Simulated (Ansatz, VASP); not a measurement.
# SiO2 in VASP and in Ansatz

INCAR

```
SYSTEM = SiO2
  PREC = Accurate
  ENCUT = 520
  EDIFF = 1E-8
  ISMEAR = -1
  SIGMA = 0.02
  LREAL = Auto
  LASPH = .TRUE.
  NELM = 80
  ALGO = Normal
  ISIF = 2
  LWAVE = .FALSE.
  LCHARG = .FALSE.
  GGA = PE
  LEFG = .TRUE.
  NBANDS = 82
```

KPOINTS

```
Automatic mesh
0
G
  4 4 4
  0 0 0
```

The input POSCAR:

```
SiO2
1.0
   -3.5609544500      3.5609544500      8.8850500900
    3.5609544500     -3.5609544500      8.8850500900
    3.5609544500      3.5609544500     -8.8850500900
Si O
8 16
Direct
    0.4341261800      0.2145023150      0.2196238650
    0.9645023150      0.2448784500      0.2803761350
    0.9645023150      0.6841261800      0.7196238650
    0.3158738200      0.0354976850      0.2803761350
    0.7551215500      0.0354976850      0.7196238650
    0.9948784500      0.2145023150      0.7803761350
    0.7854976850      0.0051215500      0.2196238650
    0.7854976850      0.5658738200      0.7803761350
    0.2340521850      0.2340521850      0.0000000000
    0.9840521850      0.4840521850      0.5000000000
    0.5159478150      0.0159478150      0.5000000000
    0.7659478150      0.7659478150      0.0000000000
    0.5643305950      0.0643305950      0.1286611900
    0.8143305950      0.1856694050      0.0000000000
    0.1856694050      0.8143305950      0.0000000000
    0.9356694050      0.4356694050      0.8713388100
    0.1856694050      0.1856694050      0.3713388100
    0.9356694050      0.0643305950      0.5000000000
    0.5643305950      0.4356694050      0.5000000000
    0.8143305950      0.8143305950      0.6286611900
    0.3750000000      0.1250000000      0.2500000000
    0.8750000000      0.1250000000      0.2500000000
    0.8750000000      0.6250000000      0.7500000000
    0.8750000000      0.1250000000      0.7500000000
```

Input for Ansatz:

```yaml
crystal:
  lattice:
    - [-3.56095445, 3.56095445, 8.88505009]
    - [3.56095445, -3.56095445, 8.88505009]
    - [3.56095445, 3.56095445, -8.88505009]
  atoms:
    - { symbol: Si, position: [0.43412618, 0.214502315, 0.219623865] }
    - { symbol: Si, position: [0.964502315, 0.24487845, 0.280376135] }
    - { symbol: Si, position: [0.964502315, 0.68412618, 0.719623865] }
    - { symbol: Si, position: [0.31587382, 0.035497685, 0.280376135] }
    - { symbol: Si, position: [0.75512155, 0.035497685, 0.719623865] }
    - { symbol: Si, position: [0.99487845, 0.214502315, 0.780376135] }
    - { symbol: Si, position: [0.785497685, 0.00512155, 0.219623865] }
    - { symbol: Si, position: [0.785497685, 0.56587382, 0.780376135] }
    - { symbol: O, position: [0.234052185, 0.234052185, 0.0] }
    - { symbol: O, position: [0.984052185, 0.484052185, 0.5] }
    - { symbol: O, position: [0.515947815, 0.015947815, 0.5] }
    - { symbol: O, position: [0.765947815, 0.765947815, 0.0] }
    - { symbol: O, position: [0.564330595, 0.064330595, 0.12866119] }
    - { symbol: O, position: [0.814330595, 0.185669405, 0.0] }
    - { symbol: O, position: [0.185669405, 0.814330595, 0.0] }
    - { symbol: O, position: [0.935669405, 0.435669405, 0.87133881] }
    - { symbol: O, position: [0.185669405, 0.185669405, 0.37133881] }
    - { symbol: O, position: [0.935669405, 0.064330595, 0.5] }
    - { symbol: O, position: [0.564330595, 0.435669405, 0.5] }
    - { symbol: O, position: [0.814330595, 0.814330595, 0.62866119] }
    - { symbol: O, position: [0.375, 0.125, 0.25] }
    - { symbol: O, position: [0.875, 0.125, 0.25] }
    - { symbol: O, position: [0.875, 0.625, 0.75] }
    - { symbol: O, position: [0.875, 0.125, 0.75] }
kpoints:
  mp_grid: { grid: [4, 4, 4] }
scf:
  occupations: { method: fermi_dirac, width: 0.02 }
hamiltonian:
  xc: pbe
  pseudopotentials: { kind: paw, frozen_core: stored }
output:
  forces: true
  stress: true
  populations: true
  efg: { quadrupole_moments_barn: { O: -0.02558 } }
```

Alike in both runs: task electric field gradients; functional PBE; k mesh 4 × 4 × 4; occupations fermi-dirac, width 0.02 eV; no spin polarisation.

```csv
,VASP,Ansatz
version,VASP 6.6.1,Ansatz 0.2.0
potentials or method,"VASP PAW PBE potentials, release 64 (Si, O)","plane-wave PAW, scalar-relativistic"
plane-wave cutoff (eV),520,420
valence electrons in the cell,128,128
```

```csv
,VASP,Ansatz,Ansatz less VASP
gap on the k mesh at the Fermi level (eV),5.73,5.73,-0.001
pressure (GPa),3.5,3.4,-0.08
"traceless stress, the component that is largest in VASP (GPa)",-0.11,-0.07,+0.039
rms of the force components (eV/Å),0.129,0.133,+0.0045
size of Vzz on the site where it differs most (V/Å²),96.5,105.1,+8.60
```

Atom by atom the forces differ by 0.012 eV/Å (rms over components).
